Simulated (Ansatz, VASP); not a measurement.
One calculation of TiBMoC2, two programs

```xyz
5
Lattice="2.8987 0.0000 0.0000 -1.4493 2.5103 0.0000 0.0000 0.0000 7.2270" Properties=species:S:1:pos:R:3 pbc="T T T"
Ti    0.0000    0.0000    1.2264
B     0.0000    0.0000    5.9995
Mo    0.0000    0.0000    3.7814
C     0.0000    1.6735    6.9807
C     1.4493    0.8368    6.9807
```

Alike in both runs: task relaxation of cell and atoms; functional PBE; k mesh 12 × 12 × 6; occupations gaussian, width 0.1 eV; no spin polarisation.

```csv
,VASP,Ansatz
version,VASP 6.6.1,Ansatz 0.2.0
potentials or method,"VASP PAW PBE potentials, release 64 (Ti_sv, B, Mo_sv, C), cutoff 600 eV","scalar-relativistic, plane waves, PAW"
valence electrons in the cell,37,37
```

Ansatz gave:

- gap on the k mesh at the Fermi level, each at its own relaxed structure (eV): none
- relaxed volume (Å³/atom): 11.91
- relaxed length of the cell vector where the two differ most in proportion (Å): 10.091

Q: Estimate VASP's values.

A: gap on the k mesh at the Fermi level, each at its own relaxed structure (eV): none; relaxed volume (Å³/atom): 11.58; relaxed length of the cell vector where the two differ most in proportion (Å): 9.794.

A gap of «none» marks a metal or a gap that the smearing closes.
